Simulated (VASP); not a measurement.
Wanted: the native input for a VASP 6.6.1 run.

| Quantity | Value |
| --- | --- |
| Task | single point |
| Functional | PBE |
| Potentials or basis | VASP PAW PBE potentials, release 64 (Rb_sv) |
| Cutoff | 520 eV |
| k mesh | 12 × 12 × 12 |
| Occupations | gaussian, width 0.15 eV |
| Spin | no spin polarisation |
| Dipole correction | no |
| Further INCAR settings | ALGO = Fast; EDIFF = 1e-06; NBANDS = 10 |

The structure of Rb lies in POSCAR:

```
Rb
1.0
   -2.8060000000      2.8060000000      2.8480900000
    2.8060000000     -2.8060000000      2.8480900000
    2.8060000000      2.8060000000     -2.8480900000
Rb
1
Direct
    0.0000000000      0.0000000000      0.0000000000
```

This cell differs from its parent crystal: strain +0.000 along x and y, +0.015 along z.

The input as run:

INCAR

```
SYSTEM = Rb
PREC = Accurate
ENCUT = 520
EDIFF = 1E-6
ISMEAR = 0
SIGMA = 0.15
LREAL = .False.
LASPH = .True.
NELM = 60
ALGO = Fast
ISIF = 2
LWAVE = .False.
LCHARG = .False.
GGA = PE
NBANDS = 10
```

KPOINTS

```
Automatic mesh
0
Gamma
  12 12 12
  0 0 0
```

Potentials or basis: VASP PAW PBE potentials, release 64 (Rb_sv).

Command:

```console
$ cat potpaw_PBE.64/Rb_sv/POTCAR > POTCAR
$ mpirun -np 1 vasp_std > vasp.out
```

Results of the run:

```
Pressure : 0.0 GPa
```

Caveat: the cell differs from its parent crystal (strain +0.000 along x and y, +0.015 along z).

Wall time 59 s on 1 thread of Intel(R) Xeon(R) 6975P-C (Granite Rapids) (shared host), peak memory 0.29 GiB.
